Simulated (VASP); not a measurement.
A run of VASP 6.6.1 is set up as follows.

Contents of INCAR:

```
PREC = Accurate ; ENCUT = 520
EDIFF = 1E-6 ; ISMEAR = 0
SIGMA = 0.05 ; LREAL = False
LASPH = True ; NELM = 100
ALGO = Normal ; ISIF = 2
LWAVE = False ; LCHARG = True
GGA = CA ; LELF = True
LVHAR = True ; NBANDS = 18
```

Contents of KPOINTS:

```
regular mesh
0
Gamma
  9 9 6
```

File POSCAR:

```
LiF
1.0
    2.9680706168      0.0000000000      0.0000000000
   -1.4840353084      2.5704245544      0.0000000000
    0.0000000000      0.0000000000      4.8557635292
Li F
2 2
Direct
    0.3333333333      0.6666666667      0.3839784076
    0.6666666667      0.3333333333      0.8839784076
    0.3333333333      0.6666666667      0.9910195924
    0.6666666667      0.3333333333      0.4910195924
```

Potentials or basis: VASP PAW LDA potentials, release 64 (Li_sv, F).

Run with:

```bash
$ cat potpaw_LDA.64/Li_sv/POTCAR potpaw_LDA.64/F/POTCAR > POTCAR
$ mpirun -np 1 vasp_std > vasp.out
```

**Question.** What does it give for the band gap on the k mesh?

**Answer.** 7.89 eV.

**Question.** Estimate the largest force.

**Answer.** 0.242 eV/Å.

Forces in eV/Å, atoms in the order of the input:
```
Li   0.000  0.000 -0.242
Li   0.000  0.000 -0.242
F    0.000  0.000  0.242
F    0.000  0.000  0.242
```

 A k mesh can miss the band edges.
